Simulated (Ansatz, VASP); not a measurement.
Two plane-wave programs on Mg

Contents of INCAR:

```
PREC = Accurate
ENCUT = 520
EDIFF = 1E-6
ISMEAR = 0
SIGMA = 0.1
LREAL = F
LASPH = T
NELM = 60
ALGO = Normal
ISIF = 2
LWAVE = F
LCHARG = T
GGA = PE
LELF = T
LVHAR = T
NBANDS = 12
```

File KPOINTS:

```
Automatic mesh
0
Gamma
  15 15 4
```

POSCAR

```
Mg
1.0
    3.0689093808      0.0000000000      0.0000000000
   -1.5344546904      2.6577534856      0.0000000000
    0.0000000000      0.0000000000     10.1231131977
Mg
4
Direct
    0.0000000000      0.0000000000      0.0000000000
    0.3333333300      0.6666666700      0.2500000000
    0.0000000000      0.0000000000      0.5000000000
    0.6666666700      0.3333333300      0.7500000000
```

Input for Ansatz:

```yaml
crystal:
  lattice:
    - [3.0689093808, 0.0, 0.0]
    - [-1.5344546904, 2.6577534856, 0.0]
    - [0.0, 0.0, 10.1231131977]
  atoms:
    - { symbol: Mg, position: [0.0, 0.0, 0.0] }
    - { symbol: Mg, position: [0.33333333, 0.66666667, 0.25] }
    - { symbol: Mg, position: [0.0, 0.0, 0.5] }
    - { symbol: Mg, position: [0.66666667, 0.33333333, 0.75] }
basis:
  ecutwfc: 420
kpoints:
  mp_grid: { grid: [15, 15, 4] }
hamiltonian:
  xc: pbe
scf:
  occupations: { method: gaussian, width: 0.1 }
output:
  forces: true
  stress: true
  eigenvalues: true
```

Alike in both runs: task single point; functional PBE; k mesh 15 × 15 × 4; occupations gaussian, width 0.1 eV; no spin polarisation.

|  | VASP | Ansatz |
| --- | --- | --- |
| version | VASP 6.6.1 | Ansatz 0.2.0 |
| potentials or method | VASP PAW PBE potentials, release 64 (Mg), cutoff 520 eV | scalar-relativistic, plane waves, PAW |
| valence electrons in the cell | 8 | 40 |

VASP gave:

```
gap on the k mesh at the Fermi level (eV)                     : none
pressure (GPa)                                                : 4.7
traceless stress, the component that is largest in VASP (GPa) : -1.14
```

Q: What did Ansatz give for the same quantities?

A: gap on the k mesh at the Fermi level (eV): none; pressure (GPa): 4.8; traceless stress, the component that is largest in VASP (GPa): -1.13.

A gap of «none» marks a metal or a gap that the smearing closes. With one functional, cell and mesh, what is left measures potentials, basis and numerics. VASP's potentials hold 8 valence electrons a cell and Ansatz's 40, so a difference there can come from the potentials and not from the codes.
